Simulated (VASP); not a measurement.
Input of a VASP 6.6.1 run:

INCAR

```
SYSTEM = GeB24N23
PREC = Accurate
ENCUT = 520
EDIFF = 1E-6
ISMEAR = -1
SIGMA = 0.01
LREAL = Auto
LASPH = .True.
NELM = 100
ALGO = Normal
ISIF = 2
LWAVE = .False.
LCHARG = .False.
GGA = PE
NBANDS = 130
NELECT = 202.0
```

Contents of KPOINTS:

```
Automatic mesh
0
Gamma
  4 3 2
  0 0 0
```

The input POSCAR:

```
GeB24N23
1.0
    0.0000000000      6.9906316600      4.3321824800
    3.7548963000      0.0000000000      6.4982737200
    5.0065284000     13.9812633200      0.0000000000
B Ge N
24 1 23
Direct
   -0.0589158273     -0.0180264444      0.2682616770
    0.0597468374      0.0175621443      0.4806901116
   -0.0653496497     -0.0141658839      0.7669651612
    0.0592146480      0.0175885877      0.9812913520
   -0.0655933698      0.3083770589      0.2990738962
    0.0598234334      0.3521034552      0.4806349321
   -0.0674696136      0.3220570610      0.7617953413
    0.0516950664      0.3560795322      0.9793955806
   -0.0592765290      0.6482105893      0.2690981225
    0.0544219860      0.6880715899      0.4793279269
   -0.0668743171      0.6536237036      0.7614316869
    0.0600159475      0.6851834488      0.9812230928
    0.5515802485      0.0232296973      0.2275266058
    0.4358621114     -0.0146552117      0.5157173987
    0.5492335406      0.0247198092      0.7271389513
    0.4808499836     -0.0549882709      1.0202394761
    0.5606958992      0.3497833972      0.2339916344
    0.4322133757      0.3194656495      0.5151181830
    0.5511936586      0.3570937078      0.7265997452
    0.4799477851      0.3107504425      1.0210913584
    0.5609684696      0.6833494376      0.2341116240
    0.4308926278      0.6551581603      0.5173184349
    0.5508574242      0.6904527928      0.7273843147
    0.4288766493      0.6559689390      1.0133269143
    0.3858446334      0.1315968299      0.1499907855
    0.3986368891      0.2376512379      0.3206799616
    0.2655995973      0.2095958727      0.5967964429
    0.3810690780      0.2479172632      0.8098474810
    0.2700019836      0.5424270718      0.0997194601
    0.3912995763      0.5742521560      0.3153320717
    0.2659355481      0.5425629119      0.5968722722
    0.3853527428      0.5785761962      0.8104628023
    0.2704281863      0.8710236554      0.0990343856
    0.3988682849      0.8996131074      0.3209603373
    0.2651521852      0.8769693169      0.5998540058
    0.3841097591      0.9128442716      0.8104683045
    0.8895057976      0.2420606331      0.0639904156
    0.7684946935      0.2040930785      0.3557001472
    0.8873905294      0.2440164370      0.5614630735
    0.7735076894      0.2086656632      0.8465681370
    0.8898176000      0.5755504709      0.0641192836
    0.7672803385      0.5408816134      0.3572573046
    0.8851031053      0.5787300113      0.5615659144
    0.7643583049      0.5441902712      0.8453298157
    0.9062171257      0.8997560442      0.0661000425
    0.7727944857      0.8715905628      0.3514744439
    0.8845443360      0.9120145739      0.5617472646
    0.7744770240      0.8700272765      0.8457123853
```

Potentials or basis: VASP PAW PBE potentials, release 64 (B, Ge_d, N).

Launch:

```console
$ cat potpaw_PBE.64/B/POTCAR potpaw_PBE.64/Ge_d/POTCAR potpaw_PBE.64/N/POTCAR > POTCAR
$ mpirun -np 1 vasp_std > vasp.out
```

(1) Estimate the largest force.

## Answers

(1) 0.036 eV/Å.

Caveat: the cell carries a net charge on a neutralising background, which shifts energy and pressure.
